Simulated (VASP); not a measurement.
# Ni (Fm-3m) in VASP: a series of runs

The runs below take Ni through single point, relaxation of cell and atoms, with LDA.

Everything below comes from runs of VASP 6.6.1. Logs are shortened: lines on timing, memory, paths and dates and some standing lists are left out, and cuts for length are marked.

### 1 The cell of the first run

Symmetry: Fm-3m, No. 225, cubic system. Conventional cell: a = 3.282 Å, b = 3.282 Å, c = 3.282 Å, α = 90.00°, β = 90.00°, γ = 90.00°. Within 3.1 Å of Ni (site symmetry m-3m) lie 12 Ni at 2.32 Å.

### 2 Single point, LDA, collinear spin, ferromagnetic start (8.84 Å³/atom)

The input, INCAR:

```
SYSTEM = Ni
ALGO     = Normal         ! electronic algorithm
EDIFF    = 1E-6           ! SCF threshold, eV
ENCUT    = 520            ! plane-wave cutoff, eV
ISIF     = 2              ! what is computed and relaxed
ISMEAR   = -1             ! smearing method
ISPIN    = 2              ! spin polarisation
LASPH    = .TRUE.         ! aspherical terms in the spheres
LCHARG   = .TRUE.         ! write CHGCAR
LELF     = .TRUE.         ! ELF
LMAXMIX  = 4              ! l up to which the mixer works
LORBIT   = 11             ! projections on sites
LREAL    = .FALSE.        ! projectors in reciprocal space
LVHAR    = .TRUE.       
LWAVE    = .FALSE.        ! write WAVECAR
MAGMOM   = 1              ! initial moments
NBANDS   = 15             ! bands
NELM     = 150            ! most SCF steps
PREC     = Accurate       ! precision mode
SIGMA    = 0.08           ! smearing width, eV
```

The input, KPOINTS:

```
k-points
0
G
  18 18 18
  0 0 0
```

The input, POSCAR:

```
Ni
1.0
    0.0000000000      1.6409268946      1.6409268946
    1.6409268946      0.0000000000      1.6409268946
    1.6409268946      1.6409268946      0.0000000000
Ni
1
Direct
    0.0000000000      0.0000000000      0.0000000000
```

Potentials or basis: VASP PAW LDA potentials, release 64 (Ni).

The run is started by

```sh
cat potpaw_LDA.64/Ni/POTCAR > POTCAR
mpirun -np 1 vasp_std > vasp.out
```

OUTCAR:

```text
SYSTEM = Ni
   EDIFF = 1E-6
   ENCUT = 520
   ISIF = 2
   ISMEAR = -1
   ISPIN = 2
   LASPH = .TRUE.
   LORBIT = 11
   LREAL = .FALSE.
   NELM = 150
   PREC = Accurate

 ion  position               nearest neighbor table
   1  0.000  0.000  0.000-

  LATTYP: Found a face centered cubic cell.
 ALAT       =     3.2818537892

  Lattice vectors:

 A1 = (   0.0000000000,   1.6409268946,   1.6409268946)
 A2 = (   1.6409268946,   0.0000000000,   1.6409268946)
 A3 = (   1.6409268946,   1.6409268946,   0.0000000000)

Analysis of symmetry for initial positions (statically):
=====================================================================
 Subroutine PRICEL returns:
 Original cell was already a primitive cell.

 Routine SETGRP: Setting up the symmetry group for a
 face centered cubic supercell.

 Subroutine GETGRP returns: Found 48 space group operations
 (whereof 48 operations were pure point group operations)
 out of a pool of 48 trial point group operations.

The static configuration has the point symmetry O_h .

Analysis of symmetry for dynamics (positions and initial velocities):
=====================================================================
 Subroutine PRICEL returns:
 Original cell was already a primitive cell.

 Routine SETGRP: Setting up the symmetry group for a
 face centered cubic supercell.

 Subroutine GETGRP returns: Found 48 space group operations
 (whereof 48 operations were pure point group operations)
 out of a pool of 48 trial point group operations.

The dynamic configuration has the point symmetry O_h .

Analysis of structural, dynamic, and magnetic symmetry:
=====================================================================
 Subroutine PRICEL returns:
 Original cell was already a primitive cell.

 Routine SETGRP: Setting up the symmetry group for a
 face centered cubic supercell.

 Subroutine GETGRP returns: Found 48 space group operations
 (whereof 48 operations were pure point group operations)
 out of a pool of 48 trial point group operations.

The overall configuration has the point symmetry O_h .

 Subroutine INISYM returns: Found 48 space group operations
 (whereof 48 operations are pure point group operations),
 and found     1 'primitive' translations

----------------------------------------------------------------------------------------

                                     Primitive cell

  volume of cell :       8.8369

  direct lattice vectors                    reciprocal lattice vectors
     0.000000000  1.640926895  1.640926895    -0.304705835  0.304705835  0.304705835
     1.640926895  0.000000000  1.640926895     0.304705835 -0.304705835  0.304705835
     1.640926895  1.640926895  0.000000000     0.304705835  0.304705835 -0.304705835

  length of vectors
     2.320621069  2.320621069  2.320621069     0.527765988  0.527765988  0.527765988

  position of ions in fractional coordinates (direct lattice)
     0.000000000  0.000000000  0.000000000

  ion indices of the primitive-cell ions
   primitive index   ion index
                 1           1

----------------------------------------------------------------------------------------

 KPOINTS: k-points

Automatic generation of k-mesh.
 Grid dimensions read from file:
 generate k-points for:   18   18   18

 Generating k-lattice:

  Cartesian coordinates                     Fractional coordinates (reciprocal lattice)
    -0.016928102  0.016928102  0.016928102     0.055555556  0.000000000  0.000000000
     0.016928102 -0.016928102  0.016928102     0.000000000  0.055555556  0.000000000
     0.016928102  0.016928102 -0.016928102     0.000000000  0.000000000  0.055555556

  Length of vectors
     0.029320333  0.029320333  0.029320333

  Shift w.r.t. Gamma in fractional coordinates (k-lattice)
     0.000000000  0.000000000  0.000000000

 Subroutine IBZKPT returns following result:
 ===========================================

 Found    195 irreducible k-points:

 Following reciprocal coordinates:
            Coordinates               Weight
  0.000000  0.000000  0.000000      1.000000
  0.055556  0.000000  0.000000      8.000000
  0.111111  0.000000  0.000000      8.000000
  0.166667  0.000000  0.000000      8.000000
  0.222222  0.000000  0.000000      8.000000
  0.277778  0.000000  0.000000      8.000000
[... 16 lines left out ...]
 -0.277778  0.055556  0.000000     24.000000
 -0.222222  0.055556  0.000000     24.000000
 [... further k-points ...]
   k-points           NKPTS =    195   k-points in BZ     NKDIM =    195   number of bands    NBANDS=     15
   number of dos      NEDOS =    301   number of ions     NIONS =      1
   total plane-waves  NPLWV =   5832
   dimension x,y,z NGX =    18 NGY =   18 NGZ =   18
   dimension x,y,z NGXF=    36 NGYF=   36 NGZF=   36
   ions per type =               1
   NGX,Y,Z   is equivalent  to a cutoff of  12.89, 12.89, 12.89 a.u.
   NGXF,Y,Z  is equivalent  to a cutoff of  25.79, 25.79, 25.79 a.u.
 SYSTEM =  Ni
   PREC   = accura    normal or accurate (medium, high low for compatibility)
   ISTART =      0    job   : 0-new  1-cont  2-samecut
   ICHARG =      2    charge: 1-file 2-atom 10-const
   ISPIN  =      2    spin polarized calculation?
   LNONCOLLINEAR =      F non collinear calculations
   LSORBIT =      F    spin-orbit coupling
   LASPH  =      T    aspherical Exc in radial PAW
   ENCUT  =  520.0 eV  38.22 Ry    6.18 a.u.   4.31  4.31  4.31*2*pi/ulx,y,z
   NELM   =    150;   NELMIN=  2; NELMDL= -5     # of ELM steps
   EDIFF  = 0.1E-05   stopping-criterion for ELM
   LREAL  =      F    real-space projection
   EDIFFG = 0.1E-04   stopping-criterion for IOM
   NSW    =      0    number of steps for IOM
   IBRION =     -1    ionic relax: 0-MD 1-quasi-New 2-CG
   NFREE  =      0    steps in history (QN), initial steepest desc. (CG)
   ISIF   =      2    stress and relaxation
   ISYM   =      2    0-nonsym 1-usesym 2-fastsym
   POTIM  = 0.5000    time-step for ionic-motion
   TEBEG  =    0.0;   TEEND  =   0.0 temperature during run
   PSTRESS=    0.0 pullay stress
   NELECT =      10.0000    total number of electrons
   NUPDOWN=      -1.0000    fix difference up-down
   EMIN   =  10.00;   EMAX   =-10.00  energy-range for DOS
   EFERMI =   0.00;   METHOD = LEGACY
   ISMEAR =    -1;   SIGMA  =   0.08  broadening in eV -4-tet -1-fermi 0-gaus
   EFERMI_NEDOS =   21; number of points for ismear=-14 and -15
   IALGO  =     38    algorithm
   IMIX   =      4    mixing-type and parameters
     AMIX     =   0.40;   BMIX     =  1.00
     AMIX_MAG =   1.60;   BMIX_MAG =  1.00
  volume/ion in A,a.u.               =       8.84        59.63
  Fermi-wavevector in a.u.,A,eV,Ry     =   1.705987  3.223847 39.598261  2.910390
  Thomas-Fermi vector in A             =   2.785106
   LORBIT       =     11    0 simple, 1 ext, 2 COOP (PROOUT), +10 PAW based schemes
   GGA     = CA    functional components
   LHFCALC =     F    Hartree Fock is set to
   AEXX    =    0.0000 exact exchange contribution
   IVDW    =     0    specifies the selected vdW correction
   LEPSILON=     F    determine dielectric tensor
   LRPA    =     F    only Hartree local field effects (RPA)
 spin polarized calculation
  energy-cutoff  :      520.00
  volume of cell :        8.84
 maximum number of plane-waves:       259
 NGX is ok and might be reduce to    18
   NGX =  9   NGY =  9   NGZ =  9

 number of electron      10.0000000 magnetization       1.0000000

 number of electron       9.9999996 magnetization       0.5468348

 Free energy of the ion-electron system (eV)
  ---------------------------------------------------
  ext. energy  EPLUGINS =         0.00000000
  ---------------------------------------------------
  free energy    TOTEN  =        -6.45340249 eV

  energy without entropy =       -6.42176607  energy(sigma->0) =       -6.43758428

 E-fermi :  12.3386     XC(G=0): -14.8902

 val. band max:       12.3321134939   @ k =  -0.3333   0.2778   0.1111
 cond. band min:      12.3432327528   @ k =  -0.4444   0.3889   0.1667
 fundamental gap:      0.0111192588
 Fermi energy:        12.3386424013

 spin component 1

 k-point     1 :       0.0000    0.0000    0.0000
  band No.  band energies     occupation
      1       1.8283      1.00000
      2       9.4058      1.00000
      3       9.4058      1.00000
      4       9.4058      1.00000
      5      10.9605      1.00000
      6      10.9605      1.00000
      7      37.8200      0.00000
      8      43.2840      0.00000
      9      43.2840      0.00000
     10      43.2840      0.00000
     11      47.2569      0.00000
     12      47.2569      0.00000
     13      47.2569      0.00000
     14      49.6598      0.00000
     15      57.1257      0.00000
[... 397 lines left out ...]
 k-point    24 :      -0.2222    0.0556    0.0000
  band No.  band energies     occupation
      1       4.3279      1.00000
      2       8.8747      1.00000
      3       9.6919      1.00000
      4       9.7602      1.00000
      5      10.8287      1.00000
      6      11.2724      1.00000
      7      29.6852      0.00000
      8      36.9921      0.00000
      9      40.8450      0.00000
     10      43.7457      0.00000
     11      46.1751      0.00000
     12      46.2305      0.00000
     13      51.1985      0.00000
     14      53.3240      0.00000
     15      55.8315      0.00000

 [... further k-points ...]

 spin component 2

 k-point     1 :       0.0000    0.0000    0.0000
  band No.  band energies     occupation
      1       1.8847      1.00000
      2       9.9640      1.00000
      3       9.9640      1.00000
      4       9.9640      1.00000
      5      11.4788      0.99998
      6      11.4788      0.99998
      7      37.8292      0.00000
      8      43.3322      0.00000
      9      43.3322      0.00000
     10      43.3322      0.00000
     11      47.4334      0.00000
     12      47.4334      0.00000
     13      47.4334      0.00000
     14      49.6647      0.00000
     15      58.4512      0.00000
[... 397 lines left out ...]
 k-point    24 :      -0.2222    0.0556    0.0000
  band No.  band energies     occupation
      1       4.4068      1.00000
      2       9.3644      1.00000
      3      10.2258      1.00000
      4      10.3036      1.00000
      5      11.3635      0.99999
      6      11.8191      0.99849
      7      29.8725      0.00000
      8      37.0706      0.00000
      9      40.9315      0.00000
     10      43.8732      0.00000
     11      46.2468      0.00000
     12      46.3526      0.00000
     13      51.2776      0.00000
     14      53.4869      0.00000
     15      56.5130      0.00000

 [... further k-points ...]

------------------------ aborting loop because EDIFF is reached ----------------------------------------

  FORCE on cell =-STRESS in cart. coord.  units (eV):
  Direction    XX          YY          ZZ          XY          YZ          ZX
  --------------------------------------------------------------------------------------
  -------------------------------------------------------------------------------------
  Total        2.4042417      2.4042417      2.4042417      0.0000000     -0.0000000      0.0000000
  in kB      435.9041651    435.9041651    435.9041651      0.0000000     -0.0000000      0.0000000
  external PRESSURE =     435.9041651 kB  Pullay stress =       0.0000000 kB

 VOLUME and BASIS-vectors are now :
 -----------------------------------------------------------------------------
  energy-cutoff  :      520.00
  volume of cell :        8.84
      direct lattice vectors                 reciprocal lattice vectors
     0.000000000  1.640926895  1.640926895    -0.304705835  0.304705835  0.304705835
     1.640926895  0.000000000  1.640926895     0.304705835 -0.304705835  0.304705835
     1.640926895  1.640926895  0.000000000     0.304705835  0.304705835 -0.304705835

 POSITION                                       TOTAL-FORCE (eV/Angst)
 -----------------------------------------------------------------------------------
      0.00000      0.00000      0.00000        -0.000000     -0.000000     -0.000000
 -----------------------------------------------------------------------------------
    total drift:                                0.000000     -0.000000     -0.000000

  FREE ENERGIE OF THE ION-ELECTRON SYSTEM (eV)
  ---------------------------------------------------
  free  energy   TOTEN  =        -6.4534024932 eV

  energy  without entropy=       -6.4217660725  energy(sigma->0) =       -6.43758428

 total charge

# of ion       s       p       d       tot
------------------------------------------
    1        0.601   0.713   8.461   9.775

 magnetization (x)

# of ion       s       p       d       tot
------------------------------------------
    1       -0.004  -0.017   0.560   0.539
```

Run time: 62 s. Hardware: 1 thread of Intel Xeon 8259CL, shared host; peak memory 0.15 GiB.

Results:

| Item | Value |
| --- | --- |
| Free energy | -6.4534 eV |
| Pressure | 43.6 GPa |
| Net moment | 0.55 μB per cell |
| Site moments | Ni +0.54 μB |
| Valence electrons inside the program's atomic spheres | Ni 9.78 |

Caveat: the cell stands under pressure.

(Part 1 of 3 ends here.)
